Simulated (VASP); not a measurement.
## SrMg: single point with r2SCAN

SrMg, a slab with vacuum:

```xyz
4
Lattice="5.5894 0.0000 0.0000 0.0000 4.0517 0.0000 0.0000 0.0000 18.6785" Properties=species:S:1:pos:R:3 pbc="T T T"
Sr    0.0000    0.0000    7.0000
Sr    0.0000    2.0258   10.5089
Mg    2.7947    2.0258    8.1696
Mg    2.7947    0.0000   11.6785
```

* Program: VASP 6.6.1
* Task: single point
* Functional: r2SCAN
* Potentials or basis: VASP PAW PBE potentials, release 64 (Sr_sv, Mg)
* Cutoff: 520 eV
* k mesh: 3 × 4 × 1
* Occupations: fermi-dirac, width 0.1 eV
* Spin: no spin polarisation

```
Largest force          : 0.383 eV/Å
Band gap on the k mesh : zero (bands 12 and 13 overlap by 0.43 eV)
```

Forces in eV/Å, atoms in the order of the input:
```
Sr   0.000  0.000 -0.366
Sr   0.000  0.000  0.383
Mg   0.000  0.000  0.074
Mg   0.000  0.000 -0.092
```

Levels at points of the mesh, in eV from the Fermi level:
| k point | band 9 | band 10 | band 11 | band 12 | band 13 | band 14 | band 15 | band 16 |
| --- | --- | --- | --- | --- | --- | --- | --- | --- |
| (0.00, 0.00, 0.00) | -4.54 | -3.11 | -0.74 | 0.08 | 0.24 | 0.73 | 0.86 | 1.24 |
| (0.00, 0.50, 0.00) | -2.26 | -1.88 | -0.90 | -0.50 | 0.44 | 0.66 | 0.72 | 0.98 |

It took 3.6 min on 1 thread of Intel(R) Xeon(R) 6975P-C (Granite Rapids), on a shared host, peak memory 0.47 GiB.

Caveat: the k points lie up to 0.39 Å⁻¹ apart; the PAW data sets were made with another functional, which shifts forces and pressure a little.
